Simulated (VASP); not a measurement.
# Sn (Fd-3m) in VASP: further runs

The runs below take Sn through single point, with PBEsol.

All numbers are computed with VASP 6.6.1; they aren't measurements. Logs are shortened: lines on timing, memory, paths and dates and some standing lists are left out, and cuts for length are marked.

## Step 1: The cell of the first run

Symmetry: Fd-3m, No. 227, cubic system. The conventional cell has a = 6.540 Å, b = 6.540 Å, c = 6.540 Å, α = 90.00°, β = 90.00°, γ = 90.00°. Sn (site symmetry -43m) has 4 Sn at 2.83 Å within 3.7 Å.

This isn't the form of Sn at room conditions, which is tetragonal (white tin).

## Step 2: Single point, PBEsol, non-collinear spin, zero start, spin-orbit coupling

INCAR

```
SYSTEM = Sn
ALGO = Normal
EDIFF = 1E-7
ENCUT = 520
GGA = PS
GGA_COMPAT = .False.
ISIF = 2
ISMEAR = 0
LASPH = .True.
LCHARG = .True.
LNONCOLLINEAR = .True.
LORBIT = 11
LORBMOM = .True.
LREAL = .False.
LSORBIT = .True.
LVHAR = .True.
LWAVE = .False.
MAGMOM = 0 0 0 0 0 0
NBANDS = 40
NELM = 150
PREC = Accurate
SIGMA = 0.1
```

KPOINTS

```
k-points
0
Gamma
  12 12 12
  0 0 0
```

POSCAR

```
Sn
1.0
    0.0000000000      3.2701710812      3.2701710812
    3.2701710812      0.0000000000      3.2701710812
    3.2701710812      3.2701710812      0.0000000000
Sn
2
Direct
    0.0000000000      0.0000000000      0.0000000000
    0.2500000000      0.2500000000      0.2500000000
```

Potentials or basis: VASP PAW PBE potentials, release 64 (Sn_d).

Command:

```sh
> cat potpaw_PBE.64/Sn_d/POTCAR > POTCAR
> mpirun -np 1 vasp_ncl > vasp.out
```

OUTCAR:

```text
SYSTEM = Sn
   EDIFF = 1E-7
   ENCUT = 520
   GGA = PS
   ISIF = 2
   ISMEAR = 0
   LASPH = .True.
   LNONCOLLINEAR = .True.
   LORBIT = 11
   LREAL = .False.
   LSORBIT = .True.
   NELM = 150
   PREC = Accurate

 ion  position               nearest neighbor table
   1  0.000  0.000  0.000-   2 2.83   2 2.83   2 2.83   2 2.83
   2  0.250  0.250  0.250-   1 2.83   1 2.83   1 2.83   1 2.83

  LATTYP: Found a face centered cubic cell.
 ALAT       =     6.5403421624

  Lattice vectors:

 A1 = (   0.0000000000,   3.2701710812,   3.2701710812)
 A2 = (   3.2701710812,   0.0000000000,   3.2701710812)
 A3 = (   3.2701710812,   3.2701710812,   0.0000000000)

Analysis of symmetry for initial positions (statically):
=====================================================================
 Subroutine PRICEL returns:
 Original cell was already a primitive cell.

 Routine SETGRP: Setting up the symmetry group for a
 face centered cubic supercell.

 Subroutine GETGRP returns: Found 48 space group operations
 (whereof 24 operations were pure point group operations)
 out of a pool of 48 trial point group operations.

The static configuration has the point symmetry T_d .
 The point group associated with its full space group is O_h .

Analysis of symmetry for dynamics (positions and initial velocities):
=====================================================================
 Subroutine PRICEL returns:
 Original cell was already a primitive cell.

 Routine SETGRP: Setting up the symmetry group for a
 face centered cubic supercell.

 Subroutine GETGRP returns: Found 48 space group operations
 (whereof 24 operations were pure point group operations)
 out of a pool of 48 trial point group operations.

The dynamic configuration has the point symmetry T_d .
 The point group associated with its full space group is O_h .

Analysis of structural, dynamic, and magnetic symmetry:
=====================================================================
 Subroutine PRICEL returns:
 Original cell was already a primitive cell.

 Routine SETGRP: Setting up the symmetry group for a
 face centered cubic supercell.

 Subroutine GETGRP returns: Found 48 space group operations
 (whereof 24 operations were pure point group operations)
 out of a pool of 48 trial point group operations.

The overall configuration has the point symmetry T_d .
 The point group associated with its full space group is O_h .

 Subroutine INISYM returns: Found 48 space group operations
 (whereof 24 operations are pure point group operations),
 and found     1 'primitive' translations

----------------------------------------------------------------------------------------

                                     Primitive cell

  volume of cell :      69.9425

  direct lattice vectors                    reciprocal lattice vectors
     0.000000000  3.270171081  3.270171081    -0.152897199  0.152897199  0.152897199
     3.270171081  0.000000000  3.270171081     0.152897199 -0.152897199  0.152897199
     3.270171081  3.270171081  0.000000000     0.152897199  0.152897199 -0.152897199

  length of vectors
     4.624720294  4.624720294  4.624720294     0.264825718  0.264825718  0.264825718

  position of ions in fractional coordinates (direct lattice)
     0.000000000  0.000000000  0.000000000
     0.250000000  0.250000000  0.250000000

  ion indices of the primitive-cell ions
   primitive index   ion index
                 1           1
                 2           2

----------------------------------------------------------------------------------------

 KPOINTS: k-points

Automatic generation of k-mesh.
 Grid dimensions read from file:
 generate k-points for:   12   12   12

 Generating k-lattice:

  Cartesian coordinates                     Fractional coordinates (reciprocal lattice)
    -0.012741433  0.012741433  0.012741433     0.083333333  0.000000000  0.000000000
[... 103 lines left out ...]

 Free energy of the ion-electron system (eV)
  ---------------------------------------------------
  ext. energy  EPLUGINS =         0.00000000
  ---------------------------------------------------
  free energy    TOTEN  =        -8.58051668 eV

  energy without entropy =       -8.57973093  energy(sigma->0) =       -8.58012381

 E-fermi :   5.2508     XC(G=0):  -8.9629

 val. band max:        5.2099990297   @ k =  -0.0833   0.0833   0.0000
 cond. band min:       5.3030202725   @ k =   0.3333   0.0000   0.0000
 fundamental gap:      0.0930212428
 Fermi energy:         5.2507524025

 k-point     1 :       0.0000    0.0000    0.0000
  band No.  band energies     occupation
      1     -16.8025      1.00000
      2     -16.8025      1.00000
      3     -16.8025      1.00000
      4     -16.8025      1.00000
      5     -16.7097      1.00000
      6     -16.7097      1.00000
[... 1021 lines left out ...]
     39      13.0135      0.00000
     40      13.0135      0.00000

 [... further k-points ...]

------------------------ aborting loop because EDIFF is reached ----------------------------------------

  FORCE on cell =-STRESS in cart. coord.  units (eV):
  Direction    XX          YY          ZZ          XY          YZ          ZX
  --------------------------------------------------------------------------------------
  -------------------------------------------------------------------------------------
  Total       -0.0196709     -0.0196709     -0.0196709      0.0000000      0.0000000     -0.0000000
  in kB       -0.4506030     -0.4506030     -0.4506030      0.0000000      0.0000000     -0.0000000
  external PRESSURE =      -0.4506030 kB  Pullay stress =       0.0000000 kB

 VOLUME and BASIS-vectors are now :
 -----------------------------------------------------------------------------
  energy-cutoff  :      520.00
  volume of cell :       69.94
      direct lattice vectors                 reciprocal lattice vectors
     0.000000000  3.270171081  3.270171081    -0.152897199  0.152897199  0.152897199
     3.270171081  0.000000000  3.270171081     0.152897199 -0.152897199  0.152897199
     3.270171081  3.270171081  0.000000000     0.152897199  0.152897199 -0.152897199

 POSITION                                       TOTAL-FORCE (eV/Angst)
 -----------------------------------------------------------------------------------
      0.00000      0.00000      0.00000         0.000000      0.000000      0.000000
      1.63509      1.63509      1.63509        -0.000000     -0.000000     -0.000000
 -----------------------------------------------------------------------------------
    total drift:                                0.000000      0.000000      0.000000

  FREE ENERGIE OF THE ION-ELECTRON SYSTEM (eV)
  ---------------------------------------------------
  free  energy   TOTEN  =        -8.5805166798 eV

  energy  without entropy=       -8.5797309345  energy(sigma->0) =       -8.58012381

 orbital moment (x)

 # of ion     p       d       tot
 ----------------------------------------
  1        -0.000  -0.000  -0.000
  2        -0.000  -0.000  -0.000
 ----------------------------------------
           -0.000  -0.000  -0.000

 orbital moment (y)

 # of ion     p       d       tot
 ----------------------------------------
  1         0.000  -0.000   0.000
  2        -0.000   0.000  -0.000
 ----------------------------------------
            0.000   0.000   0.000

 orbital moment (z)

 # of ion     p       d       tot
 ----------------------------------------
  1         0.000   0.000   0.000
  2         0.000  -0.000  -0.000
 ----------------------------------------
            0.000   0.000   0.000

 Spin-Orbit-Coupling matrix elements

 Ion:    1  E_soc:     -0.1157569
 l=   1
     0.0000000    -0.0130444    -0.0130444
    -0.0130444     0.0000000    -0.0130444
    -0.0130444    -0.0130444     0.0000000
 l=   2
     0.0000000    -0.0012423     0.0000000    -0.0012423    -0.0050061
    -0.0012423     0.0000000    -0.0037546    -0.0012423    -0.0012515
     0.0000000    -0.0037546     0.0000000    -0.0037546     0.0000000
    -0.0012423    -0.0012423    -0.0037546     0.0000000    -0.0012515
    -0.0050061    -0.0012515     0.0000000    -0.0012515     0.0000000
 l=   3
     0.0000000     0.0000000     0.0000000     0.0000000     0.0000000     0.0000000     0.0000000
     0.0000000     0.0000000     0.0000000     0.0000000     0.0000000     0.0000000     0.0000000
     0.0000000     0.0000000     0.0000000     0.0000000     0.0000000     0.0000000     0.0000000
     0.0000000     0.0000000     0.0000000     0.0000000     0.0000000     0.0000000     0.0000000
     0.0000000     0.0000000     0.0000000     0.0000000     0.0000000     0.0000000     0.0000000
     0.0000000     0.0000000     0.0000000     0.0000000     0.0000000     0.0000000     0.0000000
     0.0000000     0.0000000     0.0000000     0.0000000     0.0000000     0.0000000     0.0000000

 Ion:    2  E_soc:     -0.1157569
 l=   1
     0.0000000    -0.0130444    -0.0130444
    -0.0130444     0.0000000    -0.0130444
    -0.0130444    -0.0130444     0.0000000
 l=   2
     0.0000000    -0.0012423     0.0000000    -0.0012423    -0.0050061
    -0.0012423     0.0000000    -0.0037546    -0.0012423    -0.0012515
     0.0000000    -0.0037546     0.0000000    -0.0037546     0.0000000
    -0.0012423    -0.0012423    -0.0037546     0.0000000    -0.0012515
    -0.0050061    -0.0012515     0.0000000    -0.0012515     0.0000000
 l=   3
     0.0000000     0.0000000     0.0000000     0.0000000     0.0000000     0.0000000     0.0000000
     0.0000000     0.0000000     0.0000000     0.0000000     0.0000000     0.0000000     0.0000000
     0.0000000     0.0000000     0.0000000     0.0000000     0.0000000     0.0000000     0.0000000
     0.0000000     0.0000000     0.0000000     0.0000000     0.0000000     0.0000000     0.0000000
     0.0000000     0.0000000     0.0000000     0.0000000     0.0000000     0.0000000     0.0000000
     0.0000000     0.0000000     0.0000000     0.0000000     0.0000000     0.0000000     0.0000000
     0.0000000     0.0000000     0.0000000     0.0000000     0.0000000     0.0000000     0.0000000

 total charge

# of ion       s       p       d       tot
------------------------------------------
    1        1.167   1.187   9.968  12.322
    2        1.167   1.187   9.968  12.322
--------------------------------------------------
tot          2.334   2.373  19.936  24.644

 magnetization (x)

# of ion       s       p       d       tot
------------------------------------------
    1        0.000   0.000   0.000   0.000
    2        0.000   0.000   0.000   0.000
--------------------------------------------------
tot          0.000   0.000   0.000   0.000

 magnetization (y)

# of ion       s       p       d       tot
------------------------------------------
    1        0.000   0.000   0.000   0.000
    2        0.000   0.000   0.000   0.000
--------------------------------------------------
tot          0.000   0.000   0.000   0.000

 magnetization (z)

# of ion       s       p       d       tot
------------------------------------------
    1       -0.000  -0.000  -0.000  -0.000
    2        0.000  -0.000  -0.000  -0.000
--------------------------------------------------
tot         -0.000  -0.000  -0.000  -0.000
```

Wall time 12 min (1 thread of Intel Xeon Platinum 8488C (Sapphire Rapids), shared host); peak memory 0.53 GiB.

What came out:

- Free energy: -8.5805 eV
- Pressure: 0.0 GPa
- Net moment: 0.00 μB per cell
- Valence electrons inside the program's atomic spheres: Sn 12.32

Moments on the atoms (μB; x, y, z):
```
Sn  0.00 0.00 0.00
Sn  0.00 0.00 0.00
```

Caveat: the PAW data sets were made with another functional, which shifts forces and pressure a little.

## Step 3: Single point, PBEsol

INCAR

```
SYSTEM = Sn
PREC = Accurate
ENCUT = 520
EDIFF = 1E-6
ISMEAR = 0
SIGMA = 0.1
LREAL = .False.
LASPH = .True.
NELM = 80
ALGO = Normal
ISIF = 2
LWAVE = .False.
LCHARG = .True.
GGA = PS
LELF = .True.
LVHAR = .True.
NBANDS = 21
```

KPOINTS

```
regular mesh
0
Gamma
  4 4 4
  0 0 0
```

POSCAR

```
Sn
1.0
    0.0000000000      3.2701710831      3.2701710831
    3.2701710831      0.0000000000      3.2701710831
    3.2701710831      3.2701710831      0.0000000000
Sn
2
Direct
    0.0000000000      0.0000000000      0.0000000000
    0.2500000000      0.2500000000      0.2500000000
```

Potentials or basis: VASP PAW PBE potentials, release 64 (Sn_d).

Command:

```sh
> cat potpaw_PBE.64/Sn_d/POTCAR > POTCAR
> mpirun -np 1 vasp_std > vasp.out
```

Run time: 12 s. Hardware: 1 thread of Intel Xeon Platinum 8259CL at 2.50GHz (Skylake/Cascade Lake), shared host; peak memory 0.2 GiB.

Results (log left out):

- Free energy: -8.2751 eV
- Pressure: 0.6 GPa
- Band gap on the k mesh: zero (bands 14 and 15 overlap by 0.20 eV)

Levels at points of the mesh, in eV from the Fermi level:
```csv
k point,band 10,band 11,band 12,band 13,band 14,band 15,band 16,band 17,band 18,band 19
"(0.00, 0.00, 0.00)",-21.07,-10.37,-0.74,0.20,0.20,0.20,2.25,2.25,2.25,4.96
"(0.50, 0.00, 0.00)",-21.02,-8.79,-6.13,-0.98,-0.98,0.00,3.30,3.30,5.65,8.42
"(0.50, 0.50, 0.00)",-21.00,-7.34,-7.34,-2.29,-2.29,0.89,0.89,7.66,7.66,9.18
```

Caveat: the k points lie up to 0.42 Å⁻¹ apart; the PAW data sets were made with another functional, which shifts forces and pressure a little; spin-orbit coupling is left out, which moves the levels of the heavy elements.

The gap in the log of VASP goes by the Fermi energy; the results here count the filled bands.